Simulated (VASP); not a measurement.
Pd, 4 atoms in the cell. Symmetry: P6_3/mmc, No. 194, hexagonal system. Conventional cell: a = 2.780 Å, b = 2.780 Å, c = 9.179 Å, α = 90.00°, β = 90.00°, γ = 120.00°. Pd (site symmetry -3m) has 12 Pd at 2.78 to 2.80 Å within 3.7 Å. Pd (site symmetry -6m2) has 12 Pd at 2.78 to 2.80 Å within 3.7 Å. This isn't the form of Pd at room conditions, which is fcc.

* Program: VASP 6.6.1
* Task: single point
* Functional: PBE
* Potentials or basis: VASP PAW PBE potentials, release 64 (Pd)
* Cutoff: 520 eV
* k mesh: 24 × 24 × 6
* Occupations: gaussian, width 0.1 eV
* Spin: no spin polarisation
* Dipole correction: no
* Further INCAR settings: ALGO = Fast; EDIFF = 1e-06; NBANDS = 28

Potentials or basis: VASP PAW PBE potentials, release 64 (Pd).

The run is started by

```sh
$ cat potpaw_PBE.64/Pd/POTCAR > POTCAR
$ mpirun -np 1 vasp_std > vasp.out
```

Hardware: 1 thread of Intel(R) Xeon(R) Platinum 8375C CPU @ 2.90GHz (Ice Lake), on a shared host.

Estimate the wall time of this run.

It took 6.5 min on 1 thread of Intel(R) Xeon(R) Platinum 8375C CPU @ 2.90GHz (Ice Lake), on a shared host, peak memory 0.42 GiB. Counts: scf iterations 14, k points 244.
